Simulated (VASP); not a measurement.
# LiTi36O72 (a cell with a defect) in VASP: further runs

The runs below take LiTi36O72 (a cell with a defect) through single point, with PBE.

Everything below comes from runs of VASP 6.6.1. Logs are shortened: lines on timing, memory, paths and dates and some standing lists are left out, and cuts for length are marked.

### Step 1. The cell of the first run

The cell holds a defect, 109 atoms: a = 11.396 Å, b = 11.396 Å, c = 11.091 Å, α = 110.03°, β = 110.03°, γ = 90.00°.

### Step 2. Single point, PBE

File INCAR:

```
  PREC = Accurate
  ENCUT = 520
  EDIFF = 1E-7
  ISMEAR = -1
  SIGMA = 0.01
  LREAL = Auto
  LASPH = True
  NELM = 60
  ALGO = Normal
  ISIF = 2
  LWAVE = False
  LCHARG = False
  GGA = PE
  NBANDS = 494
  NELECT = 866.0
```

File KPOINTS:

```
regular mesh
0
Gamma
  1 1 1
```

File POSCAR:

```
LiTi36O72
1.0
    0.0000000000    -11.3955101200      0.0000000000
   11.3955101200      0.0000000000      0.0000000000
   -3.7985033700      3.7985033700      9.7031425200
Ti O Li
36 72 1
Direct
    0.0005606871     -0.0029286775     -0.0004014323
    0.2545924853      0.0787779527      0.2507573474
    0.0011536360     -0.0004494165      0.5030486215
    0.2494504979      0.0839960637      0.7507505313
    0.0005843153      0.3342545062     -0.0004413130
    0.2545495434      0.4216385564      0.2507471196
[... 101 lines left out ...]
    0.9323213132      0.9313955986      0.7951891833
    0.0839301051      0.2501683920      0.2518557992
```

Potentials or basis: VASP PAW PBE potentials, release 64 (Ti_sv, O, Li_sv).

Launch:

```sh
$ cat potpaw_PBE.64/Ti_sv/POTCAR potpaw_PBE.64/O/POTCAR potpaw_PBE.64/Li_sv/POTCAR > POTCAR
$ mpirun -np 1 vasp_gam > vasp.out
```

OUTCAR:

```text
PREC = Accurate
   ENCUT = 520
   EDIFF = 1E-7
   ISMEAR = -1
   LREAL = Auto
   LASPH = True
   NELM = 60
   ISIF = 2
   GGA = PE
   NELECT = 866.0

 ion  position               nearest neighbor table
   1  0.001  0.997  1.000- 105 1.92  39 1.94  87 1.96  89 1.96 108 1.98  38 2.03
   2  0.255  0.079  0.251-  56 1.90  62 1.90  40 1.99  38 1.99  39 2.01  37 2.01 109 2.76
   3  0.001  1.000  0.503-  43 1.94 101 1.94  91 1.95  85 1.96  42 1.99 104 2.03
   4  0.249  0.084  0.751-  44 1.93  42 1.93  66 1.95  60 1.95  43 2.01  41 2.01
   5  0.001  0.334  1.000-  97 1.93  47 1.94  89 1.95  95 1.96  92 1.99  46 2.03
   6  0.255  0.422  0.251-  48 1.89  70 1.90  46 1.99  45 2.00  40 2.01  47 2.01
   7  0.999  0.333  0.502-  99 1.93  85 1.94  51 1.95  93 1.96  50 1.99  88 2.03
   8  0.249  0.417  0.749-  52 1.93  50 1.93  74 1.95  44 1.96  49 2.00  51 2.03
[... 15 lines left out ...]
  24  0.583  0.750  0.751-  84 1.94 106 1.94  82 1.94  76 1.95  83 2.01  81 2.01
  25  0.666  0.999  0.999-  81 1.94  87 1.94  65 1.95  63 1.95  84 1.99  86 2.04
  26  0.912  0.079  0.251-  86 1.89 104 1.90  88 1.99  87 2.00  38 2.00  85 2.01 109 2.76
  27  0.668  0.999  0.501-  77 1.93  91 1.93  67 1.95  61 1.95  80 2.01  90 2.02
  28  0.916  0.084  0.752-  90 1.93  92 1.93 108 1.95  42 1.96  91 2.00  89 2.03
  29  0.666  0.332  0.999-  65 1.93  95 1.94  71 1.95  73 1.95  68 1.99  94 2.03
  30  0.912  0.422  0.251-  94 1.89  96 1.89  95 2.00  93 2.00  88 2.01  46 2.01
  31  0.667  0.332  0.500-  99 1.94  61 1.94  75 1.94  69 1.95  64 2.00  98 2.03
  32  0.915  0.418  0.751-  98 1.93 100 1.93  92 1.97  50 1.97  97 2.01  99 2.01
  33  0.667  0.666  0.001- 103 1.94  73 1.94  81 1.95  79 1.95 102 2.01  76 2.02
  34  0.916  0.750  0.250- 102 1.93 104 1.94  96 1.94  54 1.95 103 2.00 101 2.02
  35  0.667  0.666  0.501-  69 1.94 107 1.94  83 1.95  77 1.95  72 2.01 106 2.02
  36  0.915  0.750  0.750- 106 1.93 100 1.94 108 1.95  58 1.96 107 1.99 105 2.02
  37  0.322  0.152  0.458-  19 1.94  15 1.96   2 2.01
  38  0.070  0.075  0.209- 109 1.88   2 1.99  26 2.00   1 2.03
  39  0.182  0.011  0.044-   1 1.94  13 1.96   2 2.01
  40  0.259  0.264  0.293- 109 1.88   2 1.99   6 2.01  19 2.03
  41  0.318  0.152  0.958-  17 1.94  13 1.95   4 2.01
  42  0.069  0.068  0.708-   4 1.93  28 1.96   3 1.99
  43  0.181  0.015  0.544-   3 1.94  15 1.95   4 2.01
  44  0.265  0.264  0.793-   4 1.93   8 1.96  17 1.99
  45  0.322  0.486  0.457-  23 1.94  19 1.96   6 2.00
  46  0.070  0.397  0.209- 109 1.88   6 1.99  30 2.01   5 2.03
  47  0.182  0.351  0.044-   5 1.94  17 1.96   6 2.01
  48  0.263  0.598  0.293-   6 1.89  10 1.94  23 2.04
  49  0.319  0.485  0.956-  21 1.93  17 1.95   8 2.00
  50  0.069  0.401  0.707-   8 1.93  32 1.97   7 1.99
  51  0.180  0.347  0.540-   7 1.95  19 1.96   8 2.03
  52  0.264  0.597  0.792-   8 1.93  12 1.94  21 2.02
[... 33 lines left out ...]
  86  0.736  0.070  0.209-  26 1.89  14 1.94  25 2.04
  87  0.848  0.012  0.044-  25 1.94   1 1.96  26 2.00
  88  0.936  0.264  0.293- 109 1.88  26 1.99  30 2.01   7 2.03
  89  0.987  0.154  0.962-   5 1.95   1 1.96  28 2.03
  90  0.737  0.069  0.709-  28 1.93  16 1.94  27 2.02
  91  0.848  0.015  0.546-  27 1.93   3 1.95  28 2.00
  92  0.933  0.264  0.795-  28 1.93  32 1.97   5 1.99
  93  0.982  0.486  0.457-  11 1.94   7 1.96  30 2.00
  94  0.736  0.401  0.208-  30 1.89  18 1.94  29 2.03
[... 12 lines left out ...]
 107  0.848  0.682  0.544-  35 1.94  11 1.95  36 1.99
 108  0.932  0.931  0.795-  36 1.95  28 1.95   1 1.98
 109  0.084  0.250  0.252-  88 1.88  46 1.88  40 1.88  38 1.88   2 2.76  26 2.76

  LATTYP: Found a base centered monoclinic cell.
 ALAT       =    16.1156849619
 B/A-ratio  =     1.0000000000
 C/A-ratio  =     0.6882057812
 COS(beta)  =    -0.4843512539

  Lattice vectors:

 A1 = (   0.0000000000, -11.3955101200,   0.0000000000)
 A2 = (  11.3955101200,   0.0000000000,   0.0000000000)
 A3 = (  -3.7985033700,   3.7985033700,   9.7031425200)

Analysis of symmetry for initial positions (statically):
=====================================================================
 Subroutine PRICEL returns:
 Original cell was already a primitive cell.

 Routine SETGRP: Setting up the symmetry group for a
 base centered monoclinic supercell.

 Subroutine GETGRP returns: Found  1 space group operations
 (whereof  1 operations were pure point group operations)
 out of a pool of  4 trial point group operations.

The static configuration has the point symmetry C_1 .

Analysis of symmetry for dynamics (positions and initial velocities):
=====================================================================
 Subroutine PRICEL returns:
 Original cell was already a primitive cell.

 Routine SETGRP: Setting up the symmetry group for a
 base centered monoclinic supercell.

 Subroutine GETGRP returns: Found  1 space group operations
 (whereof  1 operations were pure point group operations)
 out of a pool of  4 trial point group operations.

[... 66 lines left out ...]
   NGXF,Y,Z  is equivalent  to a cutoff of  26.26, 26.26, 25.18 a.u.
 SYSTEM =  unknown system
   PREC   = accura    normal or accurate (medium, high low for compatibility)
   ISTART =      0    job   : 0-new  1-cont  2-samecut
   ICHARG =      2    charge: 1-file 2-atom 10-const
   ISPIN  =      1    spin polarized calculation?
   LNONCOLLINEAR =      F non collinear calculations
   LSORBIT =      F    spin-orbit coupling
   LASPH  =      T    aspherical Exc in radial PAW
   ENCUT  =  520.0 eV  38.22 Ry    6.18 a.u.  21.19 21.19 20.62*2*pi/ulx,y,z
   NELM   =     60;   NELMIN=  2; NELMDL= -5     # of ELM steps
   EDIFF  = 0.1E-06   stopping-criterion for ELM
   LREAL  =      T    real-space projection
   EDIFFG = 0.1E-05   stopping-criterion for IOM
   NSW    =      0    number of steps for IOM
   IBRION =     -1    ionic relax: 0-MD 1-quasi-New 2-CG
   NFREE  =      0    steps in history (QN), initial steepest desc. (CG)
   ISIF   =      2    stress and relaxation
   ISYM   =      2    0-nonsym 1-usesym 2-fastsym
   POTIM  = 0.5000    time-step for ionic-motion
   TEBEG  =    0.0;   TEEND  =   0.0 temperature during run
   PSTRESS=    0.0 pullay stress
   NELECT =     866.0000    total number of electrons
   NUPDOWN=      -1.0000    fix difference up-down
   EMIN   =  10.00;   EMAX   =-10.00  energy-range for DOS
   EFERMI =   0.00;   METHOD = LEGACY
   ISMEAR =    -1;   SIGMA  =   0.01  broadening in eV -4-tet -1-fermi 0-gaus
   EFERMI_NEDOS =   21; number of points for ismear=-14 and -15
   IALGO  =     38    algorithm
   IMIX   =      4    mixing-type and parameters
     AMIX     =   0.40;   BMIX     =  1.00
     AMIX_MAG =   1.60;   BMIX_MAG =  1.00
  volume/ion in A,a.u.               =      11.56        78.01
  Fermi-wavevector in a.u.,A,eV,Ry     =   1.444733  2.730149 28.398792  2.087252
  Thomas-Fermi vector in A             =   2.562994
   LORBIT       =      0    0 simple, 1 ext, 2 COOP (PROOUT), +10 PAW based schemes
   GGA     = PE    functional components
   LHFCALC =     F    Hartree Fock is set to
   AEXX    =    0.0000 exact exchange contribution
   IVDW    =     0    specifies the selected vdW correction
   LEPSILON=     F    determine dielectric tensor
   LRPA    =     F    only Hartree local field effects (RPA)
 non-spin polarized calculation
  energy-cutoff  :      520.00
  volume of cell :     1260.03
 maximum number of plane-waves:     16944
 NGX is ok and might be reduce to    90
   NGX = 43   NGY = 43   NGZ = 41

 number of electron     865.9999845 magnetization

 Free energy of the ion-electron system (eV)
  ---------------------------------------------------
  ext. energy  EPLUGINS =         0.00000000
  ---------------------------------------------------
  free energy    TOTEN  =      -979.06045493 eV

  energy without entropy =     -979.06045493  energy(sigma->0) =     -979.06045493

 E-fermi :   3.4324     XC(G=0): -10.6080

 val. band max:        3.1134349309   @ k =   0.0000   0.0000   0.0000
 cond. band min:       5.3204705734   @ k =   0.0000   0.0000   0.0000
 fundamental gap:      2.2070356425
 Fermi energy:         3.4323864035

 k-point     1 :       0.0000    0.0000    0.0000
  band No.  band energies     occupation
      1     -53.2639      2.00000
      2     -53.2569      2.00000
      3     -53.2568      2.00000
      4     -53.2526      2.00000
      5     -53.2522      2.00000
      6     -53.2514      2.00000
[... 437 lines left out ...]
    444       6.2210      0.00000
    445       6.2218      0.00000
 [bands above 445 left out]

------------------------ aborting loop because EDIFF is reached ----------------------------------------

  FORCE on cell =-STRESS in cart. coord.  units (eV):
  Direction    XX          YY          ZZ          XY          YZ          ZX
  --------------------------------------------------------------------------------------
  -------------------------------------------------------------------------------------
  Total       -4.7701901     -4.7014408     -1.5787539     -0.1390395      0.3775565     -0.4098869
  in kB       -6.0654959     -5.9780783     -2.0074515     -0.1767946      0.4800788     -0.5211883
  external PRESSURE =      -4.6836752 kB  Pullay stress =       0.0000000 kB

 VOLUME and BASIS-vectors are now :
 -----------------------------------------------------------------------------
  energy-cutoff  :      520.00
  volume of cell :     1260.03
      direct lattice vectors                 reciprocal lattice vectors
     0.000000000-11.395510120  0.000000000     0.000000000 -0.087753860  0.034353132
    11.395510120  0.000000000  0.000000000     0.087753860  0.000000000  0.034353132
    -3.798503370  3.798503370  9.703142520     0.000000000  0.000000000  0.103059395

 POSITION                                       TOTAL-FORCE (eV/Angst)
 -----------------------------------------------------------------------------------
      7.56516      3.79059      9.69925         0.015431     -0.004090      0.021655
     -0.05479     -1.94871      2.43313         0.024028      0.021332      0.003626
      9.47956      1.89769      4.88115         0.002155     -0.004404     -0.012226
     -1.89455      0.00911      7.28464        -0.011128     -0.007491      0.002067
      0.01217      3.79017      9.69886        -0.013629      0.002774      0.023307
      3.85232     -1.94826      2.43304        -0.033042      0.024598     -0.003622
[... 101 lines left out ...]
      7.59320     -7.60375      7.71583        -0.001590     -0.000984     -0.024120
      1.89412      0.00025      2.44379         0.004105     -0.002065     -0.004780
 -----------------------------------------------------------------------------------
    total drift:                               -0.038553      0.007468      0.104723

  FREE ENERGIE OF THE ION-ELECTRON SYSTEM (eV)
  ---------------------------------------------------
  free  energy   TOTEN  =      -979.0604549318 eV

  energy  without entropy=     -979.0604549318  energy(sigma->0) =     -979.06045493
```

Run time: 34 min. Hardware: 1 thread of Intel Xeon Platinum 8175M at 2.50GHz (Skylake/Cascade Lake), shared host; peak memory 1.4 GiB.

What came out:

```yaml
Free_energy: -979.0605 eV
Largest_force: 0.041 eV/Å
```

Forces in eV/Å, atoms in the order of the input:
```
Ti   0.015 -0.004  0.022
Ti   0.024  0.021  0.004
Ti   0.002 -0.004 -0.012
Ti  -0.011 -0.007  0.002
Ti  -0.014  0.003  0.023
Ti  -0.033  0.025 -0.004
Ti  -0.001 -0.005 -0.021
Ti  -0.005 -0.011 -0.020
Ti  -0.002  0.004 -0.006
Ti   0.004 -0.003  0.019
Ti   0.001 -0.010 -0.019
Ti   0.000 -0.009 -0.003
Ti   0.009  0.005  0.010
Ti  -0.008  0.005 -0.004
Ti   0.002  0.007 -0.008
Ti  -0.013  0.010  0.000
Ti  -0.006  0.004  0.003
Ti  -0.010  0.004 -0.001
Ti  -0.001  0.009 -0.024
Ti  -0.008  0.009  0.000
Ti   0.012  0.002 -0.004
Ti  -0.001 -0.007  0.008
Ti  -0.001  0.004 -0.018
Ti  -0.001  0.012  0.003
Ti   0.003  0.005  0.014
Ti   0.021 -0.034 -0.002
Ti   0.011  0.007 -0.001
Ti  -0.003 -0.011  0.011
Ti   0.002  0.005  0.015
Ti  -0.024 -0.026 -0.001
Ti   0.001  0.012  0.004
Ti  -0.004  0.000  0.002
Ti   0.008  0.003 -0.003
Ti   0.004 -0.011  0.013
Ti   0.010  0.002 -0.001
Ti   0.003 -0.004  0.015
O   -0.003 -0.001  0.019
O   -0.011  0.007  0.015
O    0.002 -0.008 -0.022
O    0.011 -0.010 -0.014
O    0.001  0.002  0.022
O    0.000  0.005  0.023
O    0.001 -0.002 -0.018
O    0.008 -0.001 -0.019
O   -0.002  0.000  0.015
O    0.011  0.004  0.017
O    0.002 -0.007 -0.017
O    0.016  0.001 -0.009
O    0.000  0.001  0.020
O    0.002  0.013  0.022
O    0.001  0.000 -0.024
O    0.003  0.000 -0.013
O   -0.010  0.000  0.016
O   -0.001  0.006  0.017
O    0.001 -0.005 -0.026
O   -0.023 -0.001 -0.008
O   -0.008 -0.001  0.022
O   -0.002  0.009  0.022
O   -0.001 -0.002 -0.021
O    0.001  0.000 -0.023
O   -0.002 -0.001  0.026
O    0.001 -0.018  0.005
O    0.000 -0.007 -0.019
O    0.010  0.000 -0.021
O   -0.003  0.000  0.019
O    0.000 -0.003  0.025
O    0.001 -0.012 -0.018
O    0.009  0.001 -0.026
O   -0.001  0.000  0.024
O   -0.001 -0.017  0.008
O    0.000 -0.006 -0.017
O    0.006  0.000 -0.015
O    0.001 -0.001  0.020
O    0.001 -0.009  0.024
O    0.001 -0.017 -0.014
O    0.002  0.000 -0.016
O   -0.007 -0.001  0.023
O    0.000 -0.003  0.017
O   -0.001 -0.004 -0.022
O   -0.004 -0.001 -0.015
O   -0.007 -0.001  0.020
O   -0.002 -0.002  0.023
O    0.001 -0.011 -0.020
O    0.000  0.000 -0.024
O   -0.002  0.001  0.022
O    0.001  0.020  0.007
O    0.000  0.000 -0.022
O    0.010  0.010 -0.015
O   -0.001  0.002  0.023
O    0.002  0.010  0.013
O    0.000  0.004 -0.019
O    0.014  0.000 -0.025
O   -0.003  0.003  0.018
O   -0.001  0.020  0.009
O    0.001 -0.001 -0.018
O    0.016 -0.001 -0.010
O    0.014  0.001  0.016
O    0.001  0.005  0.014
O    0.000  0.004 -0.016
O    0.002  0.001 -0.013
O   -0.008  0.003  0.017
O    0.001  0.009  0.018
O   -0.001 -0.003 -0.027
O   -0.023  0.000 -0.009
O   -0.016  0.002  0.017
O   -0.002  0.005  0.014
O    0.001  0.001 -0.023
O   -0.002 -0.001 -0.024
Li   0.004 -0.002 -0.005
```

Caveat: the k points lie up to 0.65 Å⁻¹ apart; the cell carries a net charge on a neutralising background, which shifts energy and pressure; the cell is charged against a uniform background, so pressure and absolute levels hang on convention; the cutoff is under 1.25 times the usual one of these potentials, so pressure, stress and relaxed cells hold a basis-set (Pulay) error.

### Step 3. Single point, PBE

File INCAR:

```
  PREC = Accurate
  ENCUT = 520
  EDIFF = 1E-6
  ISMEAR = -1
  SIGMA = 0.01
  LREAL = Auto
  LASPH = T
  NELM = 100
  ALGO = Normal
  ISIF = 2
  LWAVE = F
  LCHARG = F
  GGA = PE
  NELECT = 866.0
  NBANDS = 494
```

KPOINTS is that of step 2.

File POSCAR:

```
LiTi36O72
1.0
    0.0000000000    -11.3955101200      0.0000000000
   11.3955101200      0.0000000000      0.0000000000
   -3.7985033700      3.7985033700      9.7031425200
Ti O Li
36 72 1
Direct
    0.0005769739     -0.0006837858      0.0007768617
    0.2505945097      0.0836054078      0.2479495684
   -0.0046724659     -0.0051896871      0.4992908215
    0.2492422589      0.0823164276      0.7505255112
    0.0003546179      0.3326125827     -0.0006918377
    0.2485906310      0.4168570780      0.2470096667
[... 101 lines left out ...]
    0.9312392209      0.9312185110      0.7942446464
    0.1661207447      0.1665531079      0.4990617205
```

Potentials or basis: VASP PAW PBE potentials, release 64 (Ti_sv, O, Li_sv).

Launch:

```sh
$ cat potpaw_PBE.64/Ti_sv/POTCAR potpaw_PBE.64/O/POTCAR potpaw_PBE.64/Li_sv/POTCAR > POTCAR
$ mpirun -np 1 vasp_gam > vasp.out
```

Run time: 34 min. Hardware: 1 thread of Oxide Virtual Turin-like, shared host; peak memory 1.3 GiB.

It converged, with:

```
Free energy   : -979.0607 eV
Largest force : 0.038 eV/Å
```

Forces in eV/Å, atoms in the order of the input:
```
Ti   0.005  0.002  0.007
Ti  -0.007  0.004  0.002
Ti   0.021 -0.019 -0.006
Ti  -0.007 -0.002  0.004
Ti   0.003  0.005 -0.004
Ti   0.003 -0.006  0.009
Ti  -0.026 -0.027 -0.007
Ti   0.000 -0.001 -0.002
Ti   0.000  0.003  0.004
Ti   0.000 -0.011  0.004
Ti   0.008  0.004  0.000
Ti   0.006 -0.006  0.000
Ti   0.009  0.007  0.003
Ti  -0.006 -0.006 -0.008
Ti   0.013  0.018 -0.008
Ti  -0.006 -0.004  0.000
Ti  -0.002 -0.002  0.003
Ti   0.001  0.004 -0.005
Ti  -0.020  0.025 -0.005
Ti  -0.006 -0.002  0.002
Ti   0.007  0.001  0.002
Ti  -0.002 -0.010 -0.006
Ti   0.005  0.009  0.000
Ti  -0.001 -0.014  0.002
Ti   0.005  0.012  0.007
Ti  -0.002 -0.001  0.003
Ti   0.005  0.002  0.004
Ti  -0.008  0.000  0.002
Ti  -0.002  0.008 -0.005
Ti   0.001 -0.001  0.008
Ti  -0.002  0.006  0.005
Ti  -0.002 -0.001  0.004
Ti   0.002  0.004 -0.002
Ti  -0.004 -0.003  0.001
Ti   0.006  0.007  0.000
Ti   0.007  0.012 -0.007
O    0.000 -0.009  0.018
O    0.000  0.006  0.027
O    0.000 -0.003 -0.026
O    0.003 -0.003 -0.016
O   -0.003  0.001  0.022
O   -0.002  0.000  0.015
O   -0.013  0.000 -0.016
O    0.005  0.000 -0.026
O    0.009 -0.002  0.012
O    0.000  0.006  0.018
O    0.000 -0.001 -0.026
O    0.001  0.000 -0.015
O    0.001  0.000  0.023
O   -0.003  0.003  0.017
O    0.016 -0.002 -0.014
O   -0.001 -0.001 -0.014
O   -0.016  0.000  0.013
O   -0.002  0.007  0.017
O   -0.001 -0.002 -0.026
O    0.006 -0.004 -0.017
O   -0.004  0.000  0.014
O    0.000  0.003  0.018
O    0.000 -0.002 -0.026
O    0.000  0.000 -0.017
O   -0.003  0.000  0.024
O    0.000  0.003  0.019
O    0.001 -0.004 -0.018
O    0.007 -0.001 -0.020
O   -0.004 -0.003  0.025
O   -0.001  0.008  0.016
O    0.001 -0.015 -0.017
O    0.006 -0.001 -0.017
O   -0.003  0.001  0.020
O   -0.003  0.010  0.018
O    0.002 -0.005 -0.022
O    0.004 -0.002 -0.019
O   -0.001 -0.001  0.025
O   -0.002  0.006  0.019
O   -0.001 -0.016 -0.015
O    0.000  0.000 -0.018
O   -0.004 -0.001  0.022
O    0.000  0.006  0.021
O   -0.002 -0.006 -0.022
O    0.002 -0.002 -0.020
O   -0.006 -0.001  0.019
O   -0.002  0.005  0.018
O   -0.002 -0.002 -0.023
O    0.002 -0.001 -0.020
O    0.000  0.016  0.015
O    0.000  0.000  0.020
O    0.000 -0.002 -0.022
O    0.005 -0.003 -0.018
O   -0.003  0.000  0.025
O    0.001  0.002  0.014
O    0.001  0.010 -0.015
O    0.005  0.001 -0.015
O    0.007  0.001  0.011
O    0.001 -0.001  0.020
O   -0.001 -0.002 -0.023
O    0.004 -0.001 -0.014
O   -0.002 -0.002  0.027
O   -0.001  0.003  0.012
O   -0.001  0.006 -0.014
O    0.000  0.001 -0.018
O   -0.014  0.000  0.013
O    0.000 -0.003  0.019
O    0.000 -0.004 -0.022
O    0.006 -0.003 -0.017
O   -0.007 -0.002  0.017
O    0.000  0.003  0.019
O   -0.002 -0.004 -0.020
O    0.005 -0.001 -0.017
Li   0.001 -0.009  0.003
```

Levels at points of the mesh, in eV from the Fermi level:
```tsv
k point	band 430	band 431	band 432	band 433	band 434	band 435	band 436	band 437
(0.00, 0.00, 0.00)	-0.36	-0.35	-0.32	-0.32	1.89	2.20	2.21	2.54
```

Caveat: the k points lie up to 0.65 Å⁻¹ apart; the cell carries a net charge on a neutralising background, which shifts energy and pressure; the cell is charged against a uniform background, so pressure and absolute levels hang on convention; the cutoff is under 1.25 times the usual one of these potentials, so pressure, stress and relaxed cells hold a basis-set (Pulay) error.
